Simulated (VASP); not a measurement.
Runs of VASP 6.6.1 on KBr. The structure is that of space group Pm-3m (No. 221), or close to it. The cells are those of the table. 

```tsv
task	level	spin	cell	k mesh	cutoff (eV)	smearing	grid for exact exchange (PRECFOCK)	share of exact exchange	gap on the mesh (eV)	pressure (GPa)
relaxation of cell and atoms	r2SCAN	off	relaxed from a = 4.043 Å, 2 atoms	6 × 6 × 6	600	fermi-dirac 0.02 eV	-	-	4.77	0.0
dielectric tensor	PBE	off	a = 3.976 Å, 2 atoms	6 × 6 × 6	520	gaussian 0.01 eV	-	-	(a)	-
single point	r2SCANh	off	a = 3.976 Å, 2 atoms	4 × 4 × 4	520	gaussian 0.01 eV	Normal	0.1	5.39	0.0
single point	PBE	non-collinear, zero start, SOC	a = 3.976 Å, 2 atoms	6 × 6 × 6	520	gaussian 0.01 eV	-	-	-	0.9
single point	PBE0	off	a = 3.976 Å, 2 atoms	4 × 4 × 4	520	gaussian 0.01 eV	Normal	0.25	(b)	0.4
```

Alike in all rows: potentials or basis VASP PAW PBE potentials, release 64 (K_sv, Br).

Question: Estimate the missing entries.

Answer: (a) 4.02; (b) 5.91.

Caveats: the PAW data sets were made with another functional, which shifts forces and pressure a little (at least some runs).

A k mesh can miss the band edges, and rows without SOC leave out spin-orbit coupling on Br.
